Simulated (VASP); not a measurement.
**CaSe: single point with LDA**

The system is CaSe.

```
Se Ca
1.0
     0.00000    3.01398    3.01398
     3.01398    0.00000    3.01398
     3.01398    3.01398    0.00000
Se Ca
1 1
Direct
  0.50000 0.50000 0.50000
  0.00000 0.00000 0.00000
```

This cell differs from its parent crystal: volume scaled by 1.06.

```
Program             : VASP 6.6.1
Task                : single point
Functional          : LDA
Potentials or basis : VASP PAW LDA potentials, release 64 (Se, Ca_sv)
Cutoff              : 520 eV
k mesh              : 8 × 8 × 8
Occupations         : fermi-dirac, width 0.05 eV
Spin                : no spin polarisation
```

The pressure is -5.2 GPa and the band gap on the k mesh is 1.99 eV, indirect (least direct gap 2.81 eV).

Levels at points of the mesh, in eV from the valence-band top:
| k point | band 5 | band 6 | band 7 | band 8 | band 9 | band 10 | band 11 | band 12 |
| --- | --- | --- | --- | --- | --- | --- | --- | --- |
| (0.00, 0.00, 0.00) | -11.65 | 0.00 | 0.00 | 0.00 | 2.81 | 3.56 | 3.56 | 3.56 |
| (0.50, 0.00, 0.00) | -11.05 | -3.13 | -1.11 | -1.11 | 4.27 | 5.16 | 5.21 | 5.21 |
| (0.50, 0.50, 0.00) | -11.14 | -2.40 | -0.89 | -0.89 | 1.99 | 4.59 | 4.83 | 5.66 |

Run time: 22 s on 1 thread of AMD EPYC 7R13 Processor (Zen 3), on a shared host, peak memory 0.13 GiB.

 A k mesh can miss the band edges.
